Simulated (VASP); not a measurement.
# Pt in VASP: further runs

Pt is run at these levels: r2SCAN; tasks: single point, relaxation of cell and atoms.

Program: VASP 6.6.1. These are calculated values, not measurements. Logs are shortened: lines on timing, memory, paths and dates and some standing lists are left out, and cuts for length are marked.

## Step 1: The cell of the first run

It takes space group I4/mmm (No. 139, tetragonal). The conventional cell has a = 2.786 Å, b = 2.786 Å, c = 3.901 Å, α = 90.00°, β = 90.00°, γ = 90.00°. Pt (site symmetry 4/mmm) has 12 Pt at 2.77 to 2.79 Å within 3.7 Å.

## Step 2: Single point, r2SCAN (strain along c alone, the other axes held: -1.0 %)

POSCAR reads:

```
Pt
1.0
    1.9701103813      1.9701103813      0.0000000000
   -1.9701103813      1.9701103813      0.0000000000
    0.0000000000      0.0000000000      3.9008185550
Pt
2
Direct
    0.0000000000      0.0000000000      0.0000000000
    0.5000000000      0.5000000000      0.5000000000
```

INCAR.step1 reads:

```
PREC = Accurate
ENCUT = 520
ISMEAR = 0
SIGMA = 0.1
LREAL = False
LASPH = True
NELM = 80
NBANDS = 17
GGA = PE
ALGO = Normal
EDIFF = 1E-4
LWAVE = True
LCHARG = False
```

INCAR.step2 reads:

```
PREC = Accurate
ENCUT = 520
EDIFF = 1E-7
ISMEAR = 0
SIGMA = 0.1
LREAL = False
LASPH = True
NELM = 80
ALGO = Normal
ISIF = 2
LWAVE = False
LCHARG = False
METAGGA = R2SCAN
LMIXTAU = True
NBANDS = 17
ISTART = 1
```

KPOINTS reads:

```
Automatic mesh
0
Gamma
  18 18 14
```

Potentials or basis: VASP PAW PBE potentials, release 64 (Pt).

Started as:

```sh
$ cat potpaw_PBE.64/Pt/POTCAR > POTCAR
$ cp INCAR.step1 INCAR
$ mpirun -np 1 vasp_std > vasp.out
$ cp INCAR.step2 INCAR
$ mpirun -np 1 vasp_std > vasp.out
```

OUTCAR:

```text
PREC = Accurate
   ENCUT = 520
   EDIFF = 1E-7
   ISMEAR = 0
   LREAL = False
   LASPH = True
   NELM = 80
   ISIF = 2
   METAGGA = R2SCAN
   ISTART = 1

 ion  position               nearest neighbor table
   1  0.000  0.000  0.000-   2 2.77   2 2.77   2 2.77   2 2.77   2 2.77   2 2.77   2 2.77   2 2.77

   2  0.500  0.500  0.500-   1 2.77   1 2.77   1 2.77   1 2.77   1 2.77   1 2.77   1 2.77   1 2.77

  LATTYP: Found a simple tetragonal cell.
 ALAT       =     2.7861568206
 C/A-ratio  =     1.4000714268

  Lattice vectors:

 A1 = (   1.9701103813,   1.9701103813,   0.0000000000)
 A2 = (  -1.9701103813,   1.9701103813,   0.0000000000)
 A3 = (   0.0000000000,   0.0000000000,   3.9008185550)

Analysis of symmetry for initial positions (statically):
=====================================================================
 Subroutine PRICEL returns following result:

  LATTYP: Found a body centered tetragonal cell.
 ALAT       =     2.7861568206
 C/A-ratio  =     1.4000714268

  Lattice vectors:

 A1 = (   0.0000000000,  -1.9701103813,  -1.9504092775)
 A2 = (   0.0000000000,   1.9701103813,  -1.9504092775)
 A3 = (   1.9701103813,   0.0000000000,   1.9504092775)

   2 primitive cells build up your supercell.

 Routine SETGRP: Setting up the symmetry group for a
 simple tetragonal supercell.

 Subroutine GETGRP returns: Found 16 space group operations
 (whereof 16 operations were pure point group operations)
 out of a pool of 16 trial point group operations.

The static configuration has the point symmetry D_4h.

Analysis of symmetry for dynamics (positions and initial velocities):
=====================================================================
 Subroutine PRICEL returns following result:

  LATTYP: Found a body centered tetragonal cell.
 ALAT       =     2.7861568206
 C/A-ratio  =     1.4000714268

  Lattice vectors:

 A1 = (   0.0000000000,  -1.9701103813,  -1.9504092775)
 A2 = (   0.0000000000,   1.9701103813,  -1.9504092775)
 A3 = (   1.9701103813,   0.0000000000,   1.9504092775)

   2 primitive cells build up your supercell.

 Routine SETGRP: Setting up the symmetry group for a
 simple tetragonal supercell.

 Subroutine GETGRP returns: Found 16 space group operations
 (whereof 16 operations were pure point group operations)
 out of a pool of 16 trial point group operations.

The dynamic configuration has the point symmetry D_4h.

 Subroutine INISYM returns: Found 16 space group operations
 (whereof 16 operations are pure point group operations),
 and found     2 'primitive' translations

----------------------------------------------------------------------------------------

                                     Primitive cell

  volume of cell :      15.1404

  direct lattice vectors                    reciprocal lattice vectors
     0.000000000 -1.970110381 -1.950409277     0.253792886 -0.253792886 -0.256356451
     0.000000000  1.970110381 -1.950409277     0.253792886  0.253792886 -0.256356451
     1.970110381  0.000000000  1.950409277     0.507585773  0.000000000  0.000000000

  length of vectors
     2.772261038  2.772261038  2.772261038     0.441067215  0.441067215  0.507585773

  position of ions in fractional coordinates (direct lattice)
     0.000000000  0.000000000  0.000000000

  ion indices of the primitive-cell ions
   primitive index   ion index
                 1           1

----------------------------------------------------------------------------------------

 KPOINTS: Automatic mesh

Automatic generation of k-mesh.
 Grid dimensions read from file:
 generate k-points for:   18   18   14

 Generating k-lattice:

  Cartesian coordinates                     Fractional coordinates (reciprocal lattice)
     0.014099605  0.014099605  0.000000000     0.055555556  0.000000000  0.000000000
    -0.014099605  0.014099605  0.000000000     0.000000000  0.055555556  0.000000000
     0.000000000  0.000000000  0.018311175     0.000000000  0.000000000  0.071428571

  Length of vectors
     0.019939852  0.019939852  0.018311175

  Shift w.r.t. Gamma in fractional coordinates (k-lattice)
     0.000000000  0.000000000  0.000000000

 Subroutine IBZKPT returns following result:
 ===========================================

 Found    440 irreducible k-points:

 Following reciprocal coordinates:
            Coordinates               Weight
  0.000000  0.000000  0.000000      1.000000
  0.055556  0.000000  0.000000      4.000000
  0.111111  0.000000  0.000000      4.000000
  0.166667  0.000000  0.000000      4.000000
  0.222222  0.000000  0.000000      4.000000
  0.277778  0.000000  0.000000      4.000000
[... 16 lines left out ...]
  0.277778  0.111111  0.000000      8.000000
  0.333333  0.111111  0.000000      8.000000
 [... further k-points ...]
   k-points           NKPTS =    440   k-points in BZ     NKDIM =    440   number of bands    NBANDS=     17
   number of dos      NEDOS =    301   number of ions     NIONS =      2
   total plane-waves  NPLWV =  17280
   dimension x,y,z NGX =    24 NGY =   24 NGZ =   30
   dimension x,y,z NGXF=    48 NGYF=   48 NGZF=   60
   ions per type =               2
   NGX,Y,Z   is equivalent  to a cutoff of  14.32, 14.32, 12.79 a.u.
   NGXF,Y,Z  is equivalent  to a cutoff of  28.64, 28.64, 25.57 a.u.
 SYSTEM =  unknown system
   PREC   = accura    normal or accurate (medium, high low for compatibility)
   ISTART =      1    job   : 0-new  1-cont  2-samecut
   ICHARG =      0    charge: 1-file 2-atom 10-const
   ISPIN  =      1    spin polarized calculation?
   LNONCOLLINEAR =      F non collinear calculations
   LSORBIT =      F    spin-orbit coupling
   LASPH  =      T    aspherical Exc in radial PAW
   ENCUT  =  520.0 eV  38.22 Ry    6.18 a.u.   5.18  5.18  7.25*2*pi/ulx,y,z
   NELM   =     80;   NELMIN=  2; NELMDL=  0     # of ELM steps
   EDIFF  = 0.1E-06   stopping-criterion for ELM
   LREAL  =      F    real-space projection
   EDIFFG = 0.1E-05   stopping-criterion for IOM
   NSW    =      0    number of steps for IOM
   IBRION =     -1    ionic relax: 0-MD 1-quasi-New 2-CG
   NFREE  =      0    steps in history (QN), initial steepest desc. (CG)
   ISIF   =      2    stress and relaxation
   ISYM   =      2    0-nonsym 1-usesym 2-fastsym
   POTIM  = 0.5000    time-step for ionic-motion
   TEBEG  =    0.0;   TEEND  =   0.0 temperature during run
   PSTRESS=    0.0 pullay stress
   NELECT =      20.0000    total number of electrons
   NUPDOWN=      -1.0000    fix difference up-down
   EMIN   =  10.00;   EMAX   =-10.00  energy-range for DOS
   EFERMI =   0.00;   METHOD = LEGACY
   ISMEAR =     0;   SIGMA  =   0.10  broadening in eV -4-tet -1-fermi 0-gaus
   EFERMI_NEDOS =   21; number of points for ismear=-14 and -15
   IALGO  =     38    algorithm
   IMIX   =      4    mixing-type and parameters
     AMIX     =   0.40;   BMIX     =  1.00
     AMIX_MAG =   1.60;   BMIX_MAG =  1.00
  volume/ion in A,a.u.               =      15.14       102.17
  Fermi-wavevector in a.u.,A,eV,Ry     =   1.425703  2.694189 27.655616  2.032630
  Thomas-Fermi vector in A             =   2.546059
   LORBIT       =      0    0 simple, 1 ext, 2 COOP (PROOUT), +10 PAW based schemes
   METAGGA = R2SCAN    functional components
   LHFCALC =     F    Hartree Fock is set to
   AEXX    =    0.0000 exact exchange contribution
   IVDW    =     0    specifies the selected vdW correction
   LEPSILON=     F    determine dielectric tensor
   LRPA    =     F    only Hartree local field effects (RPA)
 non-spin polarized calculation
 Gauss-broadening in eV      SIGMA  =   0.10
  energy-cutoff  :      520.00
  volume of cell :       30.28
 maximum number of plane-waves:       834
 NGX is ok and might be reduce to    24
   NGX = 11   NGY = 11   NGZ = 15

 number of electron      19.9999996 magnetization

 Free energy of the ion-electron system (eV)
  ---------------------------------------------------
  ext. energy  EPLUGINS =         0.00000000
  ---------------------------------------------------
  free energy    TOTEN  =      -103.00431114 eV

  energy without entropy =     -102.98568413  energy(sigma->0) =     -102.99499764

 E-fermi :  10.9336     XC(G=0): -14.6078

 val. band max:       10.9324788194   @ k =   0.5000   0.0000   0.5000
 cond. band min:      10.9360669822   @ k =   0.3889   0.3889   0.2143
 fundamental gap:      0.0035881628
 Fermi energy:        10.9336102443

 k-point     1 :       0.0000    0.0000    0.0000
  band No.  band energies     occupation
      1       0.4889      2.00000
      2       3.6943      2.00000
      3       4.1166      2.00000
      4       7.0085      2.00000
      5       7.0085      2.00000
      6       7.1276      2.00000
[... 9 lines left out ...]
     16      26.4346      0.00000
     17      31.4952      0.00000

 k-point     2 :       0.0556    0.0000    0.0000
  band No.  band energies     occupation
      1       0.5748      2.00000
      2       3.7552      2.00000
      3       4.1715      2.00000
      4       6.9669      2.00000
      5       7.0394      2.00000
      6       7.1700      2.00000
[... 9 lines left out ...]
     16      26.5679      0.00000
     17      31.1019      0.00000

 k-point     3 :       0.1111    0.0000    0.0000
  band No.  band energies     occupation
      1       0.8281      2.00000
      2       3.9162      2.00000
      3       4.3479      2.00000
      4       6.8505      2.00000
      5       7.1314      2.00000
      6       7.2857      2.00000
[... 9 lines left out ...]
     16      26.9483      0.00000
     17      30.2026      0.00000

 k-point     4 :       0.1667    0.0000    0.0000
  band No.  band energies     occupation
      1       1.2358      2.00000
      2       4.1312      2.00000
      3       4.6614      2.00000
      4       6.6817      2.00000
      5       7.2825      2.00000
      6       7.4337      2.00000
[... 9 lines left out ...]
     16      27.5140      0.00000
     17      29.1521      0.00000
[... 343 lines left out ...]
      1       2.0840      2.00000
      2       4.6528      2.00000
      3       5.2131      2.00000
      4       6.1716      2.00000
      5       7.7135      2.00000
      6       7.8085      2.00000
[... 9 lines left out ...]
     16      28.5659      0.00000
     17      28.6606      0.00000

 k-point    23 :       0.2778    0.1111    0.0000
  band No.  band energies     occupation
      1       2.6998      2.00000
      2       4.9276      2.00000
      3       5.5965      2.00000
      4       5.9806      2.00000
      5       7.2382      2.00000
      6       7.5417      2.00000
[... 9 lines left out ...]
     16      27.4557      0.00000
     17      28.9149      0.00000

 k-point    24 :       0.3333    0.1111    0.0000
  band No.  band energies     occupation
      1       3.3656      2.00000
      2       5.2285      2.00000
      3       5.8331      2.00000
      4       5.8435      2.00000
      5       6.7370      2.00000
      6       7.2598      2.00000
[... 9 lines left out ...]
     16      26.3265      0.00000
     17      28.3051      0.00000

 [... further k-points ...]
[... 5 lines left out ...]
  --------------------------------------------------------------------------------------
  -------------------------------------------------------------------------------------
  Total        0.6090570      0.6090570      0.7734803      0.0000000      0.0000000      0.0000000
  in kB       32.2256478     32.2256478     40.9254023      0.0000000      0.0000000      0.0000000
  external PRESSURE =      35.1255660 kB  Pullay stress =       0.0000000 kB

 VOLUME and BASIS-vectors are now :
 -----------------------------------------------------------------------------
  energy-cutoff  :      520.00
  volume of cell :       30.28
      direct lattice vectors                 reciprocal lattice vectors
     1.970110381  1.970110381  0.000000000     0.253792886  0.253792886  0.000000000
    -1.970110381  1.970110381  0.000000000    -0.253792886  0.253792886  0.000000000
     0.000000000  0.000000000  3.900818555     0.000000000  0.000000000  0.256356451

 POSITION                                       TOTAL-FORCE (eV/Angst)
 -----------------------------------------------------------------------------------
      0.00000      0.00000      0.00000        -0.000000      0.000000      0.000000
      0.00000      1.97011      1.95041         0.000000     -0.000000     -0.000000
 -----------------------------------------------------------------------------------
    total drift:                               -0.000000      0.000000     -0.000000

  FREE ENERGIE OF THE ION-ELECTRON SYSTEM (eV)
  ---------------------------------------------------
  free  energy   TOTEN  =      -103.0043111382 eV

  energy  without entropy=     -102.9856841331  energy(sigma->0) =     -102.99499764
```

Run time: 5.5 min. Hardware: 1 thread of Intel Xeon 6975P-C, shared host; peak memory 0.31 GiB.

Results:

- Free energy: -103.0043 eV
- Pressure: 3.5 GPa
- Band gap on the k mesh: zero (band 10 reaches 11.51 eV, above the bottom of band 11 at 9.71 eV)

Caveat: the cell differs from its parent crystal (strain along c alone, the other axes held: -1.0 %); the PAW data sets were made with another functional, which shifts forces and pressure a little; spin-orbit coupling is left out, which moves the levels of the heavy elements.

[end of part 1 of 2]
